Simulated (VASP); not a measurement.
# MnPt2 (P-3m1) in VASP: settings compared

MnPt2 is run at these levels: PBEsol, PBE; tasks: single point.

Everything below comes from runs of VASP 6.6.1. Logs are shortened: lines on timing, memory, paths and dates and some standing lists are left out, and cuts for length are marked.

### 1 The cell of the first run

Symmetry: P-3m1, No. 164, trigonal system. The conventional cell has a = 2.858 Å, b = 2.858 Å, c = 6.533 Å, α = 90.00°, β = 90.00°, γ = 120.00°. Pt (site symmetry 3m) has 3 Mn at 2.64 Å and 9 Pt at 2.86 to 2.91 Å within 3.5 Å. Within 3.5 Å of Mn (site symmetry -3m) lie 6 Pt at 2.64 Å and 6 Mn at 2.86 Å.

### 2 Single point, PBEsol, collinear spin, ferromagnetic start

Input file INCAR:

```
ALGO = Normal ; EDIFF = 1E-6
ENCUT = 520 ; GGA = PS
ISIF = 2 ; ISMEAR = -1
ISPIN = 2 ; LASPH = True
LCHARG = False ; LMAXMIX = 4
LORBIT = 11 ; LREAL = False
LWAVE = False ; MAGMOM = 0 0 0.25
NBANDS = 28 ; NELM = 150
PREC = Accurate ; SIGMA = 0.05
```

Input file KPOINTS:

```
k-points
0
Gamma
  11 11 4
```

Input file POSCAR:

```
MnPt2
1.0
    2.8584044518      0.0000000000      0.0000000000
   -1.4292022259      2.4754508696      0.0000000000
    0.0000000000      0.0000000000      6.5325040000
Pt Mn
2 1
Direct
    0.6666666667      0.3333333333      0.3162060000
    0.3333333333      0.6666666667      0.6837940000
    0.0000000000      0.0000000000      0.0000000000
```

Potentials or basis: VASP PAW PBE potentials, release 64 (Pt, Mn_pv).

The run is started by

```console
$ cat potpaw_PBE.64/Pt/POTCAR potpaw_PBE.64/Mn_pv/POTCAR > POTCAR
$ mpirun -np 1 vasp_std > vasp.out
```

OUTCAR:

```text
EDIFF = 1E-6
   ENCUT = 520
   GGA = PS
   ISIF = 2
   ISMEAR = -1
   ISPIN = 2
   LASPH = True
   LORBIT = 11
   LREAL = False
   NELM = 150
   PREC = Accurate

 ion  position               nearest neighbor table
   1  0.667  0.333  0.316-   3 2.64   3 2.64   3 2.64   2 2.91   2 2.91   2 2.91
   2  0.333  0.667  0.684-   3 2.64   3 2.64   3 2.64   1 2.91   1 2.91   1 2.91
   3  0.000  0.000  0.000-   1 2.64   2 2.64   1 2.64   2 2.64   1 2.64   2 2.64

  LATTYP: Found a hexagonal cell.
 ALAT       =     2.8584044518
 C/A-ratio  =     2.2853672775

  Lattice vectors:

 A1 = (   2.8584044518,   0.0000000000,   0.0000000000)
 A2 = (  -1.4292022259,   2.4754508696,   0.0000000000)
 A3 = (   0.0000000000,   0.0000000000,   6.5325040000)

Analysis of symmetry for initial positions (statically):
=====================================================================
 Subroutine PRICEL returns:
 Original cell was already a primitive cell.

 Routine SETGRP: Setting up the symmetry group for a
 hexagonal supercell.

 Subroutine GETGRP returns: Found 12 space group operations
 (whereof 12 operations were pure point group operations)
 out of a pool of 24 trial point group operations.

The static configuration has the point symmetry D_3d.

Analysis of symmetry for dynamics (positions and initial velocities):
=====================================================================
 Subroutine PRICEL returns:
 Original cell was already a primitive cell.

 Routine SETGRP: Setting up the symmetry group for a
 hexagonal supercell.

 Subroutine GETGRP returns: Found 12 space group operations
 (whereof 12 operations were pure point group operations)
 out of a pool of 24 trial point group operations.

The dynamic configuration has the point symmetry D_3d.

Analysis of structural, dynamic, and magnetic symmetry:
=====================================================================
 Subroutine PRICEL returns:
 Original cell was already a primitive cell.

 Routine SETGRP: Setting up the symmetry group for a
 hexagonal supercell.

 Subroutine GETGRP returns: Found 12 space group operations
 (whereof 12 operations were pure point group operations)
 out of a pool of 24 trial point group operations.

The overall configuration has the point symmetry D_3d.

 Subroutine INISYM returns: Found 12 space group operations
 (whereof 12 operations are pure point group operations),
 and found     1 'primitive' translations

----------------------------------------------------------------------------------------

                                     Primitive cell

  volume of cell :      46.2230

  direct lattice vectors                    reciprocal lattice vectors
     2.858404452  0.000000000  0.000000000     0.349845523  0.201983407  0.000000000
    -1.429202226  2.475450870  0.000000000     0.000000000  0.403966814  0.000000000
     0.000000000  0.000000000  6.532504000     0.000000000  0.000000000  0.153080656

  length of vectors
     2.858404452  2.858404452  6.532504000     0.403966814  0.403966814  0.153080656

  position of ions in fractional coordinates (direct lattice)
     0.666666667  0.333333333  0.316206000
     0.333333333  0.666666667  0.683794000
     0.000000000  0.000000000  0.000000000

  ion indices of the primitive-cell ions
   primitive index   ion index
                 1           1
                 2           2
                 3           3

----------------------------------------------------------------------------------------

 KPOINTS: k-points

Automatic generation of k-mesh.
 Grid dimensions read from file:
 generate k-points for:   11   11    4

 Generating k-lattice:

  Cartesian coordinates                     Fractional coordinates (reciprocal lattice)
     0.031804138  0.018362128  0.000000000     0.090909091  0.000000000  0.000000000
     0.000000000  0.036724256  0.000000000     0.000000000  0.090909091  0.000000000
     0.000000000  0.000000000  0.038270164     0.000000000  0.000000000  0.250000000

  Length of vectors
     0.036724256  0.036724256  0.038270164

  Shift w.r.t. Gamma in fractional coordinates (k-lattice)
     0.000000000  0.000000000  0.000000000

 Subroutine IBZKPT returns following result:
 ===========================================

 Found     58 irreducible k-points:

 Following reciprocal coordinates:
            Coordinates               Weight
  0.000000  0.000000  0.000000      1.000000
  0.090909  0.000000  0.000000      6.000000
  0.181818  0.000000  0.000000      6.000000
  0.272727  0.000000  0.000000      6.000000
  0.363636  0.000000  0.000000      6.000000
  0.454545  0.000000  0.000000      6.000000
[... 16 lines left out ...]
  0.000000  0.272727  0.250000      6.000000
  0.363636  0.000000  0.250000      6.000000
 [... further k-points ...]
   k-points           NKPTS =     58   k-points in BZ     NKDIM =     58   number of bands    NBANDS=     28
   number of dos      NEDOS =    301   number of ions     NIONS =      3
   total plane-waves  NPLWV =  28800
   dimension x,y,z NGX =    24 NGY =   24 NGZ =   50
   dimension x,y,z NGXF=    48 NGYF=   48 NGZF=  100
   ions per type =               2   1
   NGX,Y,Z   is equivalent  to a cutoff of  13.96, 13.96, 12.72 a.u.
   NGXF,Y,Z  is equivalent  to a cutoff of  27.92, 27.92, 25.45 a.u.
 SYSTEM =  unknown system
   PREC   = accura    normal or accurate (medium, high low for compatibility)
   ISTART =      0    job   : 0-new  1-cont  2-samecut
   ICHARG =      2    charge: 1-file 2-atom 10-const
   ISPIN  =      2    spin polarized calculation?
   LNONCOLLINEAR =      F non collinear calculations
   LSORBIT =      F    spin-orbit coupling
   LASPH  =      T    aspherical Exc in radial PAW
   ENCUT  =  520.0 eV  38.22 Ry    6.18 a.u.   5.31  5.31 12.15*2*pi/ulx,y,z
   NELM   =    150;   NELMIN=  2; NELMDL= -5     # of ELM steps
   EDIFF  = 0.1E-05   stopping-criterion for ELM
   LREAL  =      F    real-space projection
   EDIFFG = 0.1E-04   stopping-criterion for IOM
   NSW    =      0    number of steps for IOM
   IBRION =     -1    ionic relax: 0-MD 1-quasi-New 2-CG
   NFREE  =      0    steps in history (QN), initial steepest desc. (CG)
   ISIF   =      2    stress and relaxation
   ISYM   =      2    0-nonsym 1-usesym 2-fastsym
   POTIM  = 0.5000    time-step for ionic-motion
   TEBEG  =    0.0;   TEEND  =   0.0 temperature during run
   PSTRESS=    0.0 pullay stress
   NELECT =      33.0000    total number of electrons
   NUPDOWN=      -1.0000    fix difference up-down
   EMIN   =  10.00;   EMAX   =-10.00  energy-range for DOS
   EFERMI =   0.00;   METHOD = LEGACY
   ISMEAR =    -1;   SIGMA  =   0.05  broadening in eV -4-tet -1-fermi 0-gaus
   EFERMI_NEDOS =   21; number of points for ismear=-14 and -15
   IALGO  =     38    algorithm
   IMIX   =      4    mixing-type and parameters
     AMIX     =   0.40;   BMIX     =  1.00
     AMIX_MAG =   1.60;   BMIX_MAG =  1.00
  volume/ion in A,a.u.               =      15.41       103.98
  Fermi-wavevector in a.u.,A,eV,Ry     =   1.463166  2.764983 29.128095  2.140855
  Thomas-Fermi vector in A             =   2.579293
   LORBIT       =     11    0 simple, 1 ext, 2 COOP (PROOUT), +10 PAW based schemes
   GGA     = PS    functional components
   LHFCALC =     F    Hartree Fock is set to
   AEXX    =    0.0000 exact exchange contribution
   IVDW    =     0    specifies the selected vdW correction
   LEPSILON=     F    determine dielectric tensor
   LRPA    =     F    only Hartree local field effects (RPA)
 spin polarized calculation
  energy-cutoff  :      520.00
  volume of cell :       46.22
 maximum number of plane-waves:      1260
 NGX is ok and might be reduce to    24
   NGX = 11   NGY = 11   NGZ = 25

 number of electron      32.9999988 magnetization      -0.0079636

 number of electron      32.9999988 magnetization       0.0020624

 Free energy of the ion-electron system (eV)
  ---------------------------------------------------
  ext. energy  EPLUGINS =         0.00000000
  ---------------------------------------------------
  free energy    TOTEN  =       -23.14643281 eV

  energy without entropy =      -23.10262335  energy(sigma->0) =      -23.12452808

 E-fermi :   9.2010     XC(G=0): -13.0492

 val. band max:        9.1869216264   @ k =   0.4545   0.0000   0.2500
 cond. band min:       9.2116612228   @ k =   0.2727   0.0909   0.2500
 fundamental gap:      0.0247395965
 Fermi energy:         9.2009563462

 spin component 1

 k-point     1 :       0.0000    0.0000    0.0000
  band No.  band energies     occupation
      1     -38.8465      1.00000
      2     -38.6340      1.00000
      3     -38.6340      1.00000
      4       0.0422      1.00000
      5       2.2122      1.00000
      6       3.9253      1.00000
[... 20 lines left out ...]
     27      28.6657      0.00000
[... 691 lines left out ...]
      6       3.7876      1.00000
[... 20 lines left out ...]
     27      23.5058      0.00000
     28      24.9356      0.00000

 [... further k-points ...]

 spin component 2

 k-point     1 :       0.0000    0.0000    0.0000
  band No.  band energies     occupation
      1     -38.8448      1.00000
      2     -38.6325      1.00000
      3     -38.6325      1.00000
      4       0.0423      1.00000
      5       2.2124      1.00000
      6       3.9257      1.00000
[... 20 lines left out ...]
     27      28.6565      0.00000
[... 691 lines left out ...]
      6       3.7878      1.00000
[... 20 lines left out ...]
     27      23.5061      0.00000
     28      24.9606      0.00000

 [... further k-points ...]

------------------------ aborting loop because EDIFF is reached ----------------------------------------

  FORCE on cell =-STRESS in cart. coord.  units (eV):
  Direction    XX          YY          ZZ          XY          YZ          ZX
  --------------------------------------------------------------------------------------
  -------------------------------------------------------------------------------------
  Total       -8.6430938     -8.6430938     -5.1866414      0.0000000     -0.0000000      0.0000000
  in kB     -299.5864265   -299.5864266   -179.7790699      0.0000000     -0.0000000      0.0000000
  external PRESSURE =    -259.6506410 kB  Pullay stress =       0.0000000 kB

 VOLUME and BASIS-vectors are now :
 -----------------------------------------------------------------------------
  energy-cutoff  :      520.00
  volume of cell :       46.22
      direct lattice vectors                 reciprocal lattice vectors
     2.858404452  0.000000000  0.000000000     0.349845523  0.201983407  0.000000000
    -1.429202226  2.475450870  0.000000000     0.000000000  0.403966814  0.000000000
     0.000000000  0.000000000  6.532504000     0.000000000  0.000000000  0.153080656

 POSITION                                       TOTAL-FORCE (eV/Angst)
 -----------------------------------------------------------------------------------
      1.42920      0.82515      2.06562        -0.000000      0.000000     -0.369474
     -0.00000      1.65030      4.46689        -0.000000      0.000000      0.369474
      0.00000      0.00000      0.00000         0.000000      0.000000      0.000000
 -----------------------------------------------------------------------------------
    total drift:                                0.000000     -0.000000     -0.000000

  FREE ENERGIE OF THE ION-ELECTRON SYSTEM (eV)
  ---------------------------------------------------
  free  energy   TOTEN  =       -23.1464328129 eV

  energy  without entropy=      -23.1026233450  energy(sigma->0) =      -23.12452808

 total charge

# of ion       s       p       d       tot
------------------------------------------
    1        0.641   0.546   7.966   9.153
    2        0.641   0.546   7.966   9.153
    3        0.311   6.256   5.002  11.569
--------------------------------------------------
tot          1.593   7.348  20.935  29.876

 magnetization (x)

# of ion       s       p       d       tot
------------------------------------------
    1       -0.000   0.000   0.000   0.000
    2       -0.000   0.000   0.000   0.000
    3        0.000   0.000   0.002   0.002
--------------------------------------------------
tot          0.000   0.000   0.002   0.002
```

It took 72 s on 1 thread of Intel Xeon 6975P-C (Granite Rapids), shared host; peak memory 0.26 GiB.

What came out:

- Free energy: -23.1464 eV
- Pressure: -26.0 GPa
- Largest force: 0.369 eV/Å
- Net moment: 0.00 μB per cell
- Valence electrons inside the program's atomic spheres: Pt 9.15; Mn 11.57

Forces on the atoms (eV/Å):
```
Pt   0.000  0.000 -0.369
Pt   0.000  0.000  0.369
Mn   0.000  0.000  0.000
```

Stress tensor (GPa, compression positive):
```
-29.96   0.00   0.00
  0.00 -29.96   0.00
  0.00   0.00 -17.98
```

Caveat: the cell stands under tension; the PAW data sets were made with another functional, which shifts forces and pressure a little; spin-orbit coupling is left out, which moves the levels of the heavy elements.

### 3 Single point, PBEsol, collinear spin, ferromagnetic start

Input file INCAR:

```
PREC     = Accurate       # precision mode
ENCUT    = 520            # plane-wave cutoff, eV
EDIFF    = 1E-6           # SCF threshold, eV
ISMEAR   = -1             # smearing method
SIGMA    = 0.05           # smearing width, eV
LREAL    = F              # projectors in reciprocal space
LASPH    = T              # aspherical terms in the spheres
NELM     = 150            # most SCF steps
ALGO     = Fast           # electronic algorithm
ISIF     = 2              # what is computed and relaxed
LWAVE    = F              # write WAVECAR
LCHARG   = F              # write CHGCAR
ISPIN    = 2              # spin polarisation
MAGMOM   = 0 0 5.5        # initial moments
LORBIT   = 11             # projections on sites
LMAXMIX  = 4              # l up to which the mixer works
GGA      = PS             # functional
NBANDS   = 28             # bands
```

Input file KPOINTS:

```
Automatic mesh
0
Gamma
  11 11 4
```

POSCAR is that of step 2.

Potentials or basis: VASP PAW PBE potentials, release 64 (Pt, Mn_pv).

The run is started by

```console
$ cat potpaw_PBE.64/Pt/POTCAR potpaw_PBE.64/Mn_pv/POTCAR > POTCAR
$ mpirun -np 1 vasp_std > vasp.out
```

Run time: 77 s. Hardware: 1 thread of Intel Xeon 6975P-C (Granite Rapids), shared host; peak memory 0.26 GiB.

Results (log left out):

```
Free energy                                           : -23.9550 eV
Pressure                                              : -9.3 GPa
Largest force                                         : 0.040 eV/Å
Net moment                                            : 4.52 μB per cell
Site moments                                          : Pt +0.30; Mn +3.74 μB
Valence electrons inside the program's atomic spheres : Pt 9.21; Mn 11.55
```

Forces on the atoms (eV/Å):
```
Pt   0.000  0.000  0.040
Pt   0.000  0.000 -0.040
Mn   0.000  0.000  0.000
```

Stress tensor (GPa, compression positive):
```
-10.28   0.00   0.00
  0.00 -10.28   0.00
  0.00   0.00  -7.26
```

Levels at points of the mesh, in eV from the Fermi level:
Spin up:
```tsv
k point	band 17	band 18	band 19	band 20	band 21	band 22
(0.00, 0.00, 0.00)	-1.56	-1.07	-1.07	-0.81	-0.81	10.02
(0.00, 0.00, 0.50)	-1.73	-1.73	-0.13	-0.13	0.19	6.04
```
Spin down:
```tsv
k point	band 12	band 13	band 14	band 15	band 16	band 17	band 18	band 19
(0.00, 0.00, 0.00)	-2.37	-1.86	-1.86	-0.89	-0.89	0.69	1.33	1.33
(0.00, 0.00, 0.50)	-1.56	-1.56	-1.40	-1.40	0.26	0.49	1.38	1.38
```

Caveat: the cell stands under tension; the PAW data sets were made with another functional, which shifts forces and pressure a little; spin-orbit coupling is left out, which moves the levels of the heavy elements.

(Part 1 of 2 ends here.)
